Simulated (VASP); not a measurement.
# CoSn (P6/mmm) in VASP: further runs, part 2 of 2

VASP 6.6.1.

## (4) Single point, PBEsol

This run uses another cell than the first one, of 13.71 Å³/atom, 0.789 times its volume.

File INCAR:

```
  ALGO = Fast
  EDIFF = 1E-6
  ENCUT = 520
  GGA = PS
  ISIF = 2
  ISMEAR = 0
  LASPH = T
  LCHARG = F
  LREAL = F
  LWAVE = F
  NBANDS = 44
  NELM = 80
  PREC = Accurate
  SIGMA = 0.1
```

File KPOINTS:

```
k-points
0
Gamma
  12 12 10
```

File POSCAR:

```
CoSn
1.0
    4.9175136630      0.0000000000      0.0000000000
   -2.4587568315      4.2586917556      0.0000000000
    0.0000000000      0.0000000000      3.9268586086
Co Sn
3 3
Direct
    0.0000000000      0.5000000000      0.0000000000
    0.5000000000      0.5000000000      0.0000000000
    0.5000000000      0.0000000000      0.0000000000
    0.6666666667      0.3333333333      0.5000000000
    0.3333333333      0.6666666667      0.5000000000
    0.0000000000      0.0000000000      0.0000000000
```

Potentials or basis: VASP PAW PBE potentials, release 64 (Co, Sn_d).

Started as:

```console
$ cat potpaw_PBE.64/Co/POTCAR potpaw_PBE.64/Sn_d/POTCAR > POTCAR
$ mpirun -np 1 vasp_std > vasp.out
```

OUTCAR:

```text
EDIFF = 1E-6
   ENCUT = 520
   GGA = PS
   ISIF = 2
   ISMEAR = 0
   LASPH = T
   LREAL = F
   NELM = 80
   PREC = Accurate

 ion  position               nearest neighbor table
   1  0.000  0.500  0.000-   4 2.42   5 2.42   4 2.42   5 2.42   3 2.46   6 2.46   6 2.46   3 2.46
                             2 2.46   2 2.46
   2  0.500  0.500  0.000-   4 2.42   5 2.42   4 2.42   5 2.42   3 2.46   6 2.46   3 2.46   6 2.46
                             1 2.46   1 2.46
   3  0.500  0.000  0.000-   4 2.42   5 2.42   4 2.42   5 2.42   1 2.46   2 2.46   2 2.46   1 2.46
                             6 2.46   6 2.46
[... 1344 lines left out ...]
  Total       20.5467829     20.5467829     20.5683135     -0.0000000      0.0000000     -0.0000000
  in kB      400.3016392    400.3016392    400.7211079     -0.0000000      0.0000000     -0.0000000
  external PRESSURE =     400.4414621 kB  Pullay stress =       0.0000000 kB

 VOLUME and BASIS-vectors are now :
 -----------------------------------------------------------------------------
  energy-cutoff  :      520.00
  volume of cell :       82.24
      direct lattice vectors                 reciprocal lattice vectors
     4.917513663  0.000000000  0.000000000     0.203354798  0.117406948  0.000000000
    -2.458756832  4.258691756  0.000000000     0.000000000  0.234813895  0.000000000
     0.000000000  0.000000000  3.926858609     0.000000000  0.000000000  0.254656482

 POSITION                                       TOTAL-FORCE (eV/Angst)
 -----------------------------------------------------------------------------------
     -1.22938      2.12935      0.00000         0.000000      0.000000      0.000000
      1.22938      2.12935      0.00000         0.000000      0.000000      0.000000
      2.45876      0.00000      0.00000         0.000000      0.000000      0.000000
      2.45876      1.41956      1.96343         0.000000     -0.000000      0.000000
     -0.00000      2.83913      1.96343        -0.000000      0.000000      0.000000
      0.00000      0.00000      0.00000         0.000000      0.000000      0.000000
 -----------------------------------------------------------------------------------
    total drift:                               -0.000000      0.000000     -0.000000

  FREE ENERGIE OF THE ION-ELECTRON SYSTEM (eV)
  ---------------------------------------------------
  free  energy   TOTEN  =       -35.2779946960 eV

  energy  without entropy=      -35.2681166049  energy(sigma->0) =      -35.27305565
```

OSZICAR:

```text
N       E                     dE             d eps       ncg     rms          rms(c)
DAV:   1     0.703504127101E+03    0.70350E+03   -0.30833E+04 10236   0.264E+03
DAV:   2     0.731093084710E+02   -0.63039E+03   -0.60909E+03 10032   0.614E+02
DAV:   3    -0.328733614024E+02   -0.10598E+03   -0.10308E+03 10188   0.232E+02
DAV:   4    -0.381512606619E+02   -0.52779E+01   -0.52499E+01 11200   0.595E+01
DAV:   5    -0.383095645568E+02   -0.15830E+00   -0.15827E+00 14108   0.926E+00    0.193E+01
RMM:   6    -0.374721931568E+02    0.83737E+00   -0.17342E+01 10930   0.303E+01    0.951E+00
RMM:   7    -0.357677173655E+02    0.17045E+01   -0.58914E+00 11745   0.190E+01    0.782E+00
RMM:   8    -0.352668162872E+02    0.50090E+00   -0.14543E+00 11281   0.855E+00    0.687E-01
RMM:   9    -0.352779563004E+02   -0.11140E-01   -0.24945E-01 12876   0.279E+00    0.490E-01
RMM:  10    -0.352790147537E+02   -0.10585E-02   -0.53991E-02 16373   0.131E+00    0.313E-01
RMM:  11    -0.352790738703E+02   -0.59117E-04   -0.86505E-03 16710   0.579E-01    0.290E-01
RMM:  12    -0.352779506592E+02    0.11232E-02   -0.38383E-03 14487   0.343E-01    0.674E-02
RMM:  13    -0.352779823384E+02   -0.31679E-04   -0.12908E-03 15272   0.214E-01    0.453E-02
RMM:  14    -0.352779846042E+02   -0.22658E-05   -0.40145E-04 17226   0.940E-02    0.196E-02
RMM:  15    -0.352779945957E+02   -0.99915E-05   -0.92424E-05 16280   0.425E-02    0.215E-02
RMM:  16    -0.352779944141E+02    0.18160E-06   -0.22119E-05 13146   0.244E-02    0.456E-03
RMM:  17    -0.352779946960E+02   -0.28198E-06   -0.81325E-06 10415   0.135E-02
   1 F= -.35277995E+02 E0= -.35273056E+02  d E =-.987809E-02
```

stdout:

```text
POSCAR found type information on POSCAR CoSn
 POSCAR found :  2 types and       6 ions
 scaLAPACK will be used
 -----------------------------------------------------------------------------
|                                                                             |
|                                                                             |
|     You enforced a specific xc type in the INCAR file but a different       |
|     I HOPE YOU KNOW WHAT YOU ARE DOING!                                     |
|                                                                             |
 -----------------------------------------------------------------------------

 LDA part: xc-table for (Slater+PW92), standard interpolation
 POSCAR, INCAR and KPOINTS ok, starting setup
 FFT: planning ... GRIDC
 FFT: planning ... GRID_SOFT
 FFT: planning ... GRID
 WAVECAR not read
 entering main loop
WARNING in EDDRMM: call to ZHEGV failed, returncode =   8  4     42
WARNING in EDDRMM: call to ZHEGV failed, returncode =   8  4     43
```

Wall time 4.7 min (1 thread of Intel Xeon 6975P-C (Granite Rapids), shared host); peak memory 0.44 GiB.

What came out:

```yaml
Free_energy: -35.2780 eV
Pressure: 40.0 GPa
```

Caveat: the PAW data sets were made with another functional, which shifts forces and pressure a little; spin-orbit coupling is left out, which moves the levels of the heavy elements. Spin polarisation is off, so any magnetic state and its effect on volume and gap are missing.

## (5) Single point, PBEsol

This run uses another cell than the first one, of 16.63 Å³/atom, 0.957 times its volume.

File INCAR:

```
PREC     = Accurate       # precision mode
ENCUT    = 520            # plane-wave cutoff, eV
EDIFF    = 1E-6           # SCF threshold, eV
ISMEAR   = 0              # smearing method
SIGMA    = 0.1            # smearing width, eV
LREAL    = False          # projectors in reciprocal space
LASPH    = True           # aspherical terms in the spheres
NELM     = 80             # most SCF steps
ALGO     = Fast           # electronic algorithm
ISIF     = 2              # what is computed and relaxed
LWAVE    = False          # write WAVECAR
LCHARG   = False          # write CHGCAR
GGA      = PS             # functional
NBANDS   = 44             # bands
```

File KPOINTS:

```
Automatic mesh
0
Gamma
  12 12 8
```

Changes to POSCAR since step 4:

```diff
@@ -2,5 +2,5 @@
 1.0
-    4.9175136630      0.0000000000      0.0000000000
-   -2.4587568315      4.2586917556      0.0000000000
-    0.0000000000      0.0000000000      3.9268586086
+    5.2443016955      0.0000000000      0.0000000000
+   -2.6221508478      4.5416984934      0.0000000000
+    0.0000000000      0.0000000000      4.1880679746
 Co Sn
```

Started as:

```console
$ cat potpaw_PBE.64/Co/POTCAR potpaw_PBE.64/Sn_d/POTCAR > POTCAR
$ mpirun -np 1 vasp_std > vasp.out
```

Wall time 3.9 min (1 thread of Intel Xeon 6975P-C (Granite Rapids), shared host); peak memory 0.45 GiB.

The run converged. Its results:

| Property | Result |
| --- | --- |
| Free energy | -36.9723 eV |
| Pressure | -2.1 GPa |

Stress tensor (GPa, compression positive):
```
-2.06  0.00  0.00
 0.00 -2.06  0.00
 0.00  0.00 -2.16
```

Levels at points of the mesh, in eV from the Fermi level:
| k point | band 31 | band 32 | band 33 | band 34 | band 35 | band 36 | band 37 | band 38 |
| --- | --- | --- | --- | --- | --- | --- | --- | --- |
| (0.00, 0.00, 0.00) | -0.42 | -0.42 | -0.40 | -0.40 | 0.52 | 0.66 | 1.41 | 1.41 |
| (0.50, 0.00, 0.00) | -0.63 | -0.42 | -0.41 | 0.74 | 1.04 | 1.73 | 1.85 | 2.60 |
| (0.00, 0.00, 0.50) | -0.95 | -0.49 | -0.48 | -0.48 | -0.38 | -0.38 | -0.17 | 0.52 |
| (0.50, 0.00, 0.50) | -0.96 | -0.69 | -0.49 | -0.42 | -0.40 | -0.11 | 0.44 | 1.29 |

Caveat: the PAW data sets were made with another functional, which shifts forces and pressure a little; spin-orbit coupling is left out, which moves the levels of the heavy elements.

## (6) Single point, PBEsol (volume scaled by 0.97, then relaxed in part)

File INCAR:

```
ALGO     = Fast           # electronic algorithm
EDIFF    = 1E-6           # SCF threshold, eV
ENCUT    = 520            # plane-wave cutoff, eV
GGA      = PS             # functional
ISIF     = 2              # what is computed and relaxed
ISMEAR   = 0              # smearing method
LASPH    = T              # aspherical terms in the spheres
LCHARG   = T              # write CHGCAR
LELF     = T              # ELF
LREAL    = F              # projectors in reciprocal space
LVHAR    = T            
LWAVE    = F              # write WAVECAR
NBANDS   = 44             # bands
NELM     = 80             # most SCF steps
PREC     = Accurate       # precision mode
SIGMA    = 0.1            # smearing width, eV
```

File KPOINTS:

```
k-points
0
Gamma
  12 12 8
```

Changes to POSCAR since step 5:

```diff
@@ -2,5 +2,5 @@
 1.0
-    5.2443016955      0.0000000000      0.0000000000
-   -2.6221508478      4.5416984934      0.0000000000
-    0.0000000000      0.0000000000      4.1880679746
+    5.1669878125      0.0000000000      0.0000000000
+   -2.5834939063      4.4747427067      0.0000000000
+    0.0000000000      0.0000000000      4.1263632314
 Co Sn
```

Potentials or basis: VASP PAW PBE potentials, release 64 (Co, Sn_d).

Started as:

```console
$ cat potpaw_PBE.64/Co/POTCAR potpaw_PBE.64/Sn_d/POTCAR > POTCAR
$ mpirun -np 1 vasp_std > vasp.out
```

Run time: 6.6 min. Hardware: 1 thread of Intel Xeon Platinum 8488C (Sapphire Rapids), shared host; peak memory 0.44 GiB.

Results (log left out):

```yaml
Free_energy: -36.9386 eV
Pressure: 4.7 GPa
```

Stress tensor (GPa, compression positive):
```
4.75 0.00 0.00
0.00 4.75 0.00
0.00 0.00 4.65
```

Levels at points of the mesh, in eV from the Fermi level:
```tsv
k point	band 32	band 33	band 34	band 35	band 36	band 37
(0.00, 0.00, 0.00)	-0.45	-0.42	-0.42	0.57	0.77	1.50
(0.50, 0.00, 0.00)	-0.44	-0.43	0.79	1.10	1.88	1.93
(0.00, 0.00, 0.50)	-0.53	-0.51	-0.51	-0.40	-0.40	-0.20
(0.50, 0.00, 0.50)	-0.72	-0.52	-0.45	-0.42	-0.10	0.45
```

Caveat: the cell differs from its parent crystal (volume scaled by 0.97, then relaxed in part); the PAW data sets were made with another functional, which shifts forces and pressure a little; spin-orbit coupling is left out, which moves the levels of the heavy elements. Spin polarisation is off, so any magnetic state and its effect on volume and gap are missing.

## (7) The runs side by side

| cell | k mesh | gap on the mesh (eV) | pressure (GPa) |
| --- | --- | --- | --- |
| a = 5.322, b = 5.322, c = 4.250 Å, angles 90.0, 90.0, 120.0°, 6 atoms | 12 × 12 × 8 | none | -7.4 |
| a = 5.197, b = 5.197, c = 4.150 Å, angles 90.0, 90.0, 120.0°, 6 atoms | 12 × 12 × 8 | none | 1.9 |
| a = 4.918, b = 4.918, c = 3.927 Å, angles 90.0, 90.0, 120.0°, 6 atoms | 12 × 12 × 10 | none | 40.0 |
| a = 5.244, b = 5.244, c = 4.188 Å, angles 90.0, 90.0, 120.0°, 6 atoms | 12 × 12 × 8 | none | -2.1 |
| a = 5.167, b = 5.167, c = 4.126 Å, angles 90.0, 90.0, 120.0°, 6 atoms | 12 × 12 × 8 | none | 4.7 |

Alike in all rows: task single point; level PBEsol; potentials or basis VASP PAW PBE potentials, release 64 (Co, Sn_d); no spin polarisation; cutoff (eV) 520; smearing gaussian 0.1 eV.

Caveats: the PAW data sets were made with another functional, which shifts forces and pressure a little; spin-orbit coupling is left out, which moves the levels of the heavy elements.

Total energies depend on the potentials used, so only differences within one code and one set of settings carry meaning.
